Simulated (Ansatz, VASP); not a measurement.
# Two plane-wave programs on CO2

Contents of INCAR:

```
SYSTEM = CO2
ALGO = Normal
EDIFF = 1E-6
ENCUT = 1340
GGA = PE
GGA_COMPAT = .FALSE.
ISIF = 2
ISMEAR = 0
LASPH = .TRUE.
LCHARG = .TRUE.
LELF = .TRUE.
LREAL = .FALSE.
LVHAR = .TRUE.
LWAVE = .FALSE.
NBANDS = 44
NELM = 120
PREC = Accurate
SIGMA = 0.05
```

KPOINTS

```
k-points
0
G
  4 4 4
  0 0 0
```

The input POSCAR:

```
CO2
1.0
    5.7157459363      0.0000000000      0.0000000000
    0.0000000000      5.7157459363      0.0000000000
    0.0000000000      0.0000000000      5.7157459363
C O
4 8
Direct
    0.0000000000      0.0000000000      0.0000000000
    0.5000000000      0.0000000000      0.5000000000
    0.5000000000      0.5000000000      0.0000000000
    0.0000000000      0.5000000000      0.5000000000
    0.1114834447      0.1114834447      0.1114834447
    0.3885165553      0.8885165553      0.6114834447
    0.6114834447      0.3885165553      0.8885165553
    0.8885165553      0.6114834447      0.3885165553
    0.8885165553      0.8885165553      0.8885165553
    0.6114834447      0.1114834447      0.3885165553
    0.3885165553      0.6114834447      0.1114834447
    0.1114834447      0.3885165553      0.6114834447
```

Input for Ansatz:

```yaml
crystal:
  lattice:
    - [5.7157459363, 0.0, 0.0]
    - [0.0, 5.7157459363, 0.0]
    - [0.0, 0.0, 5.7157459363]
  atoms:
    - { symbol: C, position: [0.0, 0.0, 0.0] }
    - { symbol: C, position: [0.5, 0.0, 0.5] }
    - { symbol: C, position: [0.5, 0.5, 0.0] }
    - { symbol: C, position: [0.0, 0.5, 0.5] }
    - { symbol: O, position: [0.1114834447, 0.1114834447, 0.1114834447] }
    - { symbol: O, position: [0.3885165553, 0.8885165553, 0.6114834447] }
    - { symbol: O, position: [0.6114834447, 0.3885165553, 0.8885165553] }
    - { symbol: O, position: [0.8885165553, 0.6114834447, 0.3885165553] }
    - { symbol: O, position: [0.8885165553, 0.8885165553, 0.8885165553] }
    - { symbol: O, position: [0.6114834447, 0.1114834447, 0.3885165553] }
    - { symbol: O, position: [0.3885165553, 0.6114834447, 0.1114834447] }
    - { symbol: O, position: [0.1114834447, 0.3885165553, 0.6114834447] }
basis:
  ecutwfc: 520.0
kpoints:
  mp_grid: { grid: [4, 4, 4] }
hamiltonian:
  xc: pbe
scf:
  occupations: { method: gaussian, width: 0.05 }
output:
  forces: true
  stress: true
  eigenvalues: true
```

Alike in both runs: task single point; functional PBE; k mesh 4 × 4 × 4; occupations gaussian, width 0.05 eV; no spin polarisation.

```csv
,VASP,Ansatz
version,VASP 6.6.1,Ansatz 0.2.0
potentials or method,"VASP PAW PBE potentials, release 64 (C_h, O_h), cutoff 1340 eV","scalar-relativistic, plane waves, PAW"
valence electrons in the cell,64,64
```

|  | VASP | Ansatz | Ansatz less VASP |
| --- | --- | --- | --- |
| gap on the k mesh at the Fermi level (eV) | 7.25 | 7.25 | -0.001 |
| least direct gap on the mesh (eV) | 7.25 | 7.25 | -0.001 |
| pressure (GPa) | 21.8 | 21.7 | -0.05 |
| rms of the force components (eV/Å) | 4.021 | 3.959 | -0.0617 |

Atom by atom the forces differ by 0.062 eV/Å (rms over components).
